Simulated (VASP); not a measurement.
# CuO in VASP: a series of runs

Aim: see how the results for CuO move with the level of theory and the settings. Levels: RPBE, PBEsol+D3(BJ). Tasks: single point.

Program: VASP 6.6.1. These are calculated values, not measurements. Logs are shortened: lines on timing, memory, paths and dates and some standing lists are left out, and cuts for length are marked.

### Step 1. The cell of the first run

The typed cell holds 2 atoms: a = 3.035 Å, b = 3.035 Å, c = 3.036 Å, α = 60.00°, β = 60.00°, γ = 60.01°.

### Step 2. Single point, RPBE

Contents of INCAR:

```
SYSTEM = CuO
PREC = Accurate
ENCUT = 520
EDIFF = 1E-6
ISMEAR = -1
SIGMA = 0.05
LREAL = .FALSE.
LASPH = .TRUE.
NELM = 80
ALGO = Normal
ISIF = 2
LWAVE = .FALSE.
LCHARG = .FALSE.
GGA = RP
NBANDS = 16
```

Contents of KPOINTS:

```
Automatic mesh
0
G
  11 11 11
  0 0 0
```

Contents of POSCAR:

```
CuO
1.0
   -0.0000183083      2.1465656192      2.1459707708
    2.1466313207     -0.0000250448      2.1459775074
    2.1467107903      2.1466518254     -0.0001045145
Cu O
1 1
Direct
   -0.0000028332      0.0000005625      1.0000061482
    0.5000028332      0.4999994375      0.4999938518
```

Potentials or basis: VASP PAW PBE potentials, release 64 (Cu, O).

Command:

```console
cat potpaw_PBE.64/Cu/POTCAR potpaw_PBE.64/O/POTCAR > POTCAR
mpirun -np 1 vasp_std > vasp.out
```

OUTCAR:

```text
SYSTEM = CuO
   PREC = Accurate
   ENCUT = 520
   EDIFF = 1E-6
   ISMEAR = -1
   LREAL = .FALSE.
   LASPH = .TRUE.
   NELM = 80
   ISIF = 2
   GGA = RP

 ion  position               nearest neighbor table
   1  1.000  0.000  0.000-   2 2.15   2 2.15   2 2.15   2 2.15   2 2.15   2 2.15
   2  0.500  0.500  0.500-   1 2.15   1 2.15   1 2.15   1 2.15   1 2.15   1 2.15

  LATTYP: Found a base centered monoclinic cell.
 ALAT       =    13.2294111684
 B/A-ratio  =     0.2294719913
 C/A-ratio  =     0.3244326403
 COS(beta)  =    -0.9733137237

  Lattice vectors:

 A1 = (  -0.0001772475,  -2.1467881212,   6.4381348146)
 A2 = (  -2.1468268765,  -0.0001974572,   6.4381280780)
 A3 = (   0.0000977779,   0.0001112510,  -4.2920527927)

Analysis of symmetry for initial positions (statically):
=====================================================================
 Subroutine PRICEL returns:
 Original cell was already a primitive cell.

 Routine SETGRP: Setting up the symmetry group for a
 base centered monoclinic supercell.

 Subroutine GETGRP returns: Found  2 space group operations
 (whereof  2 operations were pure point group operations)
 out of a pool of  4 trial point group operations.

The static configuration has the point symmetry C_1h.

Analysis of symmetry for dynamics (positions and initial velocities):
=====================================================================
 Subroutine PRICEL returns:
 Original cell was already a primitive cell.

 Routine SETGRP: Setting up the symmetry group for a
 base centered monoclinic supercell.

 Subroutine GETGRP returns: Found  2 space group operations
 (whereof  2 operations were pure point group operations)
 out of a pool of  4 trial point group operations.

The dynamic configuration has the point symmetry C_1h.

 Subroutine INISYM returns: Found  2 space group operations
 (whereof  2 operations are pure point group operations),
 and found     1 'primitive' translations

----------------------------------------------------------------------------------------

                                     Primitive cell

  volume of cell :      19.7782

  direct lattice vectors                    reciprocal lattice vectors
    -0.000018308  2.146565619  2.145970771    -0.232915797  0.232933539  0.232989478
     2.146631321 -0.000025045  2.145977507     0.232926409 -0.232921464  0.232988015
     2.146710790  2.146651825 -0.000104515     0.232909161  0.232914828 -0.232977403

  length of vectors
     3.035281619  3.035332847  3.035865822     0.403474781  0.403473092  0.403453176

  position of ions in fractional coordinates (direct lattice)
     0.999997167  0.000000562  0.000006148
     0.500002833  0.499999438  0.499993852

  ion indices of the primitive-cell ions
   primitive index   ion index
                 1           1
                 2           2

----------------------------------------------------------------------------------------

 KPOINTS: Automatic mesh

Automatic generation of k-mesh.
 Grid dimensions read from file:
 generate k-points for:   11   11   11

 Generating k-lattice:

  Cartesian coordinates                     Fractional coordinates (reciprocal lattice)
    -0.021174163  0.021175776  0.021180862     0.090909091  0.000000000 -0.000000000
     0.021175128 -0.021174679  0.021180729     0.000000000  0.090909091 -0.000000000
     0.021173560  0.021174075 -0.021179764    -0.000000000  0.000000000  0.090909091

  Length of vectors
     0.036679526  0.036679372  0.036677561

  Shift w.r.t. Gamma in fractional coordinates (k-lattice)
     0.000000000  0.000000000  0.000000000

 Subroutine IBZKPT returns following result:
 ===========================================

 Found    366 irreducible k-points:

 Following reciprocal coordinates:
            Coordinates               Weight
  0.000000  0.000000  0.000000      1.000000
  0.090909  0.000000 -0.000000      4.000000
  0.181818  0.000000 -0.000000      4.000000
  0.272727  0.000000 -0.000000      4.000000
  0.363636 -0.000000 -0.000000      4.000000
  0.454545 -0.000000  0.000000      4.000000
[... 16 lines left out ...]
 -0.272727  0.181818  0.000000      4.000000
 -0.181818  0.181818 -0.000000      2.000000
 [... further k-points ...]
   k-points           NKPTS =    366   k-points in BZ     NKDIM =    366   number of bands    NBANDS=     16
   number of dos      NEDOS =    301   number of ions     NIONS =      2
   total plane-waves  NPLWV =  13824
   dimension x,y,z NGX =    24 NGY =   24 NGZ =   24
   dimension x,y,z NGXF=    48 NGYF=   48 NGZF=   48
   ions per type =               1   1
   NGX,Y,Z   is equivalent  to a cutoff of  13.15, 13.14, 13.14 a.u.
   NGXF,Y,Z  is equivalent  to a cutoff of  26.29, 26.29, 26.29 a.u.
 SYSTEM =  CuO
   PREC   = accura    normal or accurate (medium, high low for compatibility)
   ISTART =      0    job   : 0-new  1-cont  2-samecut
   ICHARG =      2    charge: 1-file 2-atom 10-const
   ISPIN  =      1    spin polarized calculation?
   LNONCOLLINEAR =      F non collinear calculations
   LSORBIT =      F    spin-orbit coupling
   LASPH  =      T    aspherical Exc in radial PAW
   ENCUT  =  520.0 eV  38.22 Ry    6.18 a.u.   5.64  5.64  5.64*2*pi/ulx,y,z
   NELM   =     80;   NELMIN=  2; NELMDL= -5     # of ELM steps
   EDIFF  = 0.1E-05   stopping-criterion for ELM
   LREAL  =      F    real-space projection
   EDIFFG = 0.1E-04   stopping-criterion for IOM
   NSW    =      0    number of steps for IOM
   IBRION =     -1    ionic relax: 0-MD 1-quasi-New 2-CG
   NFREE  =      0    steps in history (QN), initial steepest desc. (CG)
   ISIF   =      2    stress and relaxation
   ISYM   =      2    0-nonsym 1-usesym 2-fastsym
   POTIM  = 0.5000    time-step for ionic-motion
   TEBEG  =    0.0;   TEEND  =   0.0 temperature during run
   PSTRESS=    0.0 pullay stress
   NELECT =      17.0000    total number of electrons
   NUPDOWN=      -1.0000    fix difference up-down
   EMIN   =  10.00;   EMAX   =-10.00  energy-range for DOS
   EFERMI =   0.00;   METHOD = LEGACY
   ISMEAR =    -1;   SIGMA  =   0.05  broadening in eV -4-tet -1-fermi 0-gaus
   EFERMI_NEDOS =   21; number of points for ismear=-14 and -15
   IALGO  =     38    algorithm
   IMIX   =      4    mixing-type and parameters
     AMIX     =   0.40;   BMIX     =  1.00
     AMIX_MAG =   1.60;   BMIX_MAG =  1.00
  volume/ion in A,a.u.               =       9.89        66.74
  Fermi-wavevector in a.u.,A,eV,Ry     =   1.556546  2.941445 32.964663  2.422834
  Thomas-Fermi vector in A             =   2.660326
   LORBIT       =      0    0 simple, 1 ext, 2 COOP (PROOUT), +10 PAW based schemes
   GGA     = RP    functional components
   LHFCALC =     F    Hartree Fock is set to
   AEXX    =    0.0000 exact exchange contribution
   IVDW    =     0    specifies the selected vdW correction
   LEPSILON=     F    determine dielectric tensor
   LRPA    =     F    only Hartree local field effects (RPA)
 non-spin polarized calculation
  energy-cutoff  :      520.00
  volume of cell :       19.78
 maximum number of plane-waves:       542
   NGX = 11   NGY = 11   NGZ = 11

 number of electron      16.9999982 magnetization

 Free energy of the ion-electron system (eV)
  ---------------------------------------------------
  ext. energy  EPLUGINS =         0.00000000
  ---------------------------------------------------
  free energy    TOTEN  =        -8.66336884 eV

  energy without entropy =       -8.65006774  energy(sigma->0) =       -8.65671829

 E-fermi :   5.7788     XC(G=0): -11.9827

 val. band max:        5.7468263542   @ k =   0.2727   0.0000  -0.0000
 cond. band min:       5.8332862185   @ k =  -0.2727  -0.3636   0.3636
 fundamental gap:      0.0864598643
 Fermi energy:         5.7787595147

 k-point     1 :       0.0000    0.0000    0.0000
  band No.  band energies     occupation
      1     -13.4634      2.00000
      2       3.4890      2.00000
      3       3.4894      2.00000
      4       3.4903      2.00000
      5       3.6015      2.00000
      6       3.6027      2.00000
[... 8 lines left out ...]
     15      26.5728      0.00000
     16      26.5738      0.00000

 k-point     2 :       0.0909    0.0000   -0.0000
  band No.  band energies     occupation
      1     -13.3839      2.00000
      2       2.7289      2.00000
      3       2.9222      2.00000
      4       2.9228      2.00000
      5       3.5581      2.00000
      6       3.5586      2.00000
[... 8 lines left out ...]
     15      26.3216      0.00000
     16      26.3265      0.00000

 k-point     3 :       0.1818    0.0000   -0.0000
  band No.  band energies     occupation
      1     -13.1622      2.00000
      2       1.5042      2.00000
      3       2.2766      2.00000
      4       2.2774      2.00000
      5       3.6686      2.00000
      6       3.6690      2.00000
[... 8 lines left out ...]
     15      26.6316      0.00000
     16      26.6342      0.00000

 k-point     4 :       0.2727    0.0000   -0.0000
  band No.  band energies     occupation
      1     -12.8510      2.00000
      2       0.2969      2.00000
      3       1.7508      2.00000
      4       1.7518      2.00000
      5       3.8176      2.00000
      6       3.8179      2.00000
[... 8 lines left out ...]
     15      27.6151      0.00000
     16      27.6171      0.00000
[... 324 lines left out ...]
 k-point    22 :      -0.3636    0.1818   -0.0000
  band No.  band energies     occupation
      1     -12.3026      2.00000
      2      -0.6684      2.00000
      3       1.0951      2.00000
      4       1.2410      2.00000
      5       3.9862      2.00000
      6       4.0210      2.00000
[... 8 lines left out ...]
     15      28.5752      0.00000
     16      29.5019      0.00000

 k-point    23 :      -0.2727    0.1818    0.0000
  band No.  band energies     occupation
      1     -12.5007      2.00000
      2      -0.3001      2.00000
      3       1.3335      2.00000
      4       1.4300      2.00000
      5       3.8562      2.00000
      6       4.0334      2.00000
[... 8 lines left out ...]
     15      28.7914      0.00000
     16      29.1221      0.00000

 k-point    24 :      -0.1818    0.1818   -0.0000
  band No.  band energies     occupation
      1     -12.7658      2.00000
      2       0.2582      2.00000
      3       1.5632      2.00000
      4       1.8822      2.00000
      5       3.7338      2.00000
      6       3.9836      2.00000
[... 8 lines left out ...]
     15      27.9937      0.00000
     16      29.1516      0.00000

 [... further k-points ...]
[... 5 lines left out ...]
  --------------------------------------------------------------------------------------
  -------------------------------------------------------------------------------------
  Total        0.0224568      0.0224556      0.0237741     -0.0001334      0.0003840      0.0003807
  in kB        1.8191612      1.8190611      1.9258730     -0.0108043      0.0311043      0.0308408
  external PRESSURE =       1.8546984 kB  Pullay stress =       0.0000000 kB

 VOLUME and BASIS-vectors are now :
 -----------------------------------------------------------------------------
  energy-cutoff  :      520.00
  volume of cell :       19.78
      direct lattice vectors                 reciprocal lattice vectors
    -0.000018308  2.146565619  2.145970771    -0.232915797  0.232933539  0.232989478
     2.146631321 -0.000025045  2.145977507     0.232926409 -0.232921464  0.232988015
     2.146710790  2.146651825 -0.000104515     0.232909161  0.232914828 -0.232977403

 POSITION                                       TOTAL-FORCE (eV/Angst)
 -----------------------------------------------------------------------------------
     -0.00000      2.14657      2.14597        -0.000109     -0.000109      0.000047
      2.14665      2.14659      2.14593         0.000109      0.000109     -0.000047
 -----------------------------------------------------------------------------------
    total drift:                                0.003568     -0.003561     -0.000014

  FREE ENERGIE OF THE ION-ELECTRON SYSTEM (eV)
  ---------------------------------------------------
  free  energy   TOTEN  =        -8.6633688405 eV

  energy  without entropy=       -8.6500677423  energy(sigma->0) =       -8.65671829
```

Wall time 93 s (1 thread of Intel Xeon 8259CL, shared host); peak memory 0.23 GiB.

What came out:

```
Free energy            : -8.6634 eV
Pressure               : 0.2 GPa
Band gap on the k mesh : zero (an odd number of electrons rules out a gap without spin polarisation)
```

Caveat: the PAW data sets were made with another functional, which shifts forces and pressure a little; an odd number of electrons without spin polarisation forces a metal; a magnetic or distorted state may lie lower; semilocal functionals often make such compounds metallic where correlation or magnetic order opens a gap, which also shifts bond lengths. With open d or f shells a metallic result of RPBE can be an artefact of self-interaction; +U or a hybrid may open a gap.

### Step 3. Single point, PBEsol+D3(BJ)

This run uses another cell than the first one, of 8.89 Å³/atom.

Contents of INCAR:

```
SYSTEM = CuO
PREC     = Accurate       ! precision mode
ENCUT    = 520            ! plane-wave cutoff, eV
EDIFF    = 1E-7           ! SCF threshold, eV
ISMEAR   = -1             ! smearing method
SIGMA    = 0.05           ! smearing width, eV
LREAL    = .False.        ! projectors in reciprocal space
LASPH    = .True.         ! aspherical terms in the spheres
NELM     = 60             ! most SCF steps
ALGO     = Normal         ! electronic algorithm
ISIF     = 2              ! what is computed and relaxed
LWAVE    = .False.        ! write WAVECAR
LCHARG   = .False.        ! write CHGCAR
GGA      = PS             ! functional
IVDW     = 12             ! dispersion correction
NBANDS   = 16             ! bands
```

Contents of KPOINTS:

```
regular mesh
0
Gamma
  11 11 11
  0 0 0
```

Contents of POSCAR:

```
CuO
1.0
   -0.0000051766      2.0718695588      2.0718258320
    2.0718127962     -0.0000063798      2.0718270351
    2.0718169879      2.0718749536     -0.0000105715
Cu O
1 1
Direct
   -0.0000004824     -0.0000006714      1.0000012705
    0.5000004824      0.5000006714      0.4999987295
```

Potentials or basis: VASP PAW PBE potentials, release 64 (Cu, O).

Command:

```console
cat potpaw_PBE.64/Cu/POTCAR potpaw_PBE.64/O/POTCAR > POTCAR
mpirun -np 1 vasp_std > vasp.out
```

OUTCAR:

```text
SYSTEM = CuO
   PREC = Accurate
   ENCUT = 520
   EDIFF = 1E-7
   ISMEAR = -1
   LREAL = .False.
   LASPH = .True.
   NELM = 60
   ISIF = 2
   GGA = PS
   IVDW = 12
 IVDW          = 12

 ion  position               nearest neighbor table
   1  1.000  1.000  0.000-   2 2.07   2 2.07   2 2.07   2 2.07   2 2.07   2 2.07
   2  0.500  0.500  0.500-   1 2.07   1 2.07   1 2.07   1 2.07   1 2.07   1 2.07

  LATTYP: Found a body centered tetragonal cell.
 ALAT       =     2.9299958235
 C/A-ratio  =     1.4142514672

  Lattice vectors:

 A1 = (  -0.0000041917,  -2.0718813334,   2.0718376066)
 A2 = (   0.0000051766,  -2.0718695588,  -2.0718258320)
 A3 = (   2.0718169879,   2.0718749536,  -0.0000105715)

Analysis of symmetry for initial positions (statically):
=====================================================================
 Subroutine PRICEL returns:
 Original cell was already a primitive cell.

 Routine SETGRP: Setting up the symmetry group for a
 body centered tetragonal supercell.

 Subroutine GETGRP returns: Found 16 space group operations
 (whereof 16 operations were pure point group operations)
 out of a pool of 16 trial point group operations.

[... 163 lines left out ...]

 val. band max:        6.8970361156   @ k =   0.4545   0.1818   0.0000
 cond. band min:       6.9978243565   @ k =   0.3636  -0.2727   0.0909
 fundamental gap:      0.1007882408
 Fermi energy:         6.9406860535

 k-point     1 :       0.0000    0.0000    0.0000
  band No.  band energies     occupation
      1     -13.1467      2.00000
      2       4.2876      2.00000
      3       4.2876      2.00000
      4       4.2877      2.00000
      5       4.3516      2.00000
      6       4.3517      2.00000
[... 433 lines left out ...]
      3       2.0198      2.00000
      4       2.3367      2.00000
      5       4.5969      2.00000
      6       4.8983      2.00000
[... 8 lines left out ...]
     15      30.1515      0.00000
     16      31.3470      0.00000

 [... further k-points ...]

------------------------ aborting loop because EDIFF is reached ----------------------------------------

 Edisp (eV)   -0.53778

 E8    (eV) :    -0.3273

  FORCE on cell =-STRESS in cart. coord.  units (eV):
  Direction    XX          YY          ZZ          XY          YZ          ZX
  --------------------------------------------------------------------------------------
  -------------------------------------------------------------------------------------
  Total       0.05589     0.05562     0.05589    -0.00000    -0.00000    -0.00000
  in kB       5.03453     5.01012     5.03460    -0.00000    -0.00003    -0.00002
  external pressure =        5.03 kB  Pullay stress =        0.00 kB

 VOLUME and BASIS-vectors are now :
 -----------------------------------------------------------------------------
  energy-cutoff  :      520.00
  volume of cell :       17.79
      direct lattice vectors                 reciprocal lattice vectors
    -0.000005177  2.071869559  2.071825832    -0.241333397  0.241327877  0.241332482
     2.071812796 -0.000006380  2.071827035     0.241334488 -0.241326505  0.241332201
     2.071816988  2.071874954 -0.000010572     0.241333512  0.241326620 -0.241331110

 POSITION                                       TOTAL-FORCE (eV/Angst)
 -----------------------------------------------------------------------------------
      2.07181      2.07186      4.14365        -0.000000     -0.000000      0.000000
      2.07181      2.07187      2.07182         0.000000      0.000000     -0.000000
 -----------------------------------------------------------------------------------
    total drift:                                0.001194      0.001571     -0.002300

  FREE ENERGIE OF THE ION-ELECTRON SYSTEM (eV)
  ---------------------------------------------------
  free  energy   TOTEN  =       -11.0035462644 eV

  energy  without entropy=      -10.9912580717  energy(sigma->0) =      -10.99740217
```

stdout:

```text
POSCAR found type information on POSCAR CuO
 POSCAR found :  2 types and       2 ions
 scaLAPACK will be used
 -----------------------------------------------------------------------------
|                                                                             |
|                                                                             |
|     You enforced a specific xc type in the INCAR file but a different       |
|     I HOPE YOU KNOW WHAT YOU ARE DOING!                                     |
|                                                                             |
 -----------------------------------------------------------------------------

 LDA part: xc-table for (Slater+PW92), standard interpolation
 POSCAR, INCAR and KPOINTS ok, starting setup
 FFT: planning ... GRIDC
 FFT: planning ... GRID_SOFT
 FFT: planning ... GRID
 WAVECAR not read
 entering main loop
```

It took 14 s on 1 thread of Intel Xeon 6975P-C (Granite Rapids), shared host; peak memory 0.17 GiB.

What came out:

```yaml
Free_energy: -11.0035 eV
Pressure: 0.5 GPa
Band_gap_on_the_k_mesh: zero (an odd number of electrons rules out a gap without spin polarisation)
Dispersion_energy_per_atom: -0.269 eV
```

Levels at points of the mesh, in eV from the Fermi level:
```
           k point  band 7  band 8  band 9  band 10  band 11  band 12
(0.00, 0.00, 0.00)   -2.59   -2.38   -2.38     1.69    18.15    18.97
```

Caveat: the PAW data sets were made with another functional, which shifts forces and pressure a little; an odd number of electrons without spin polarisation forces a metal; a magnetic or distorted state may lie lower; semilocal functionals often make such compounds metallic where correlation or magnetic order opens a gap, which also shifts bond lengths. With open d or f shells a metallic result of PBEsol can be an artefact of self-interaction; +U or a hybrid may open a gap.
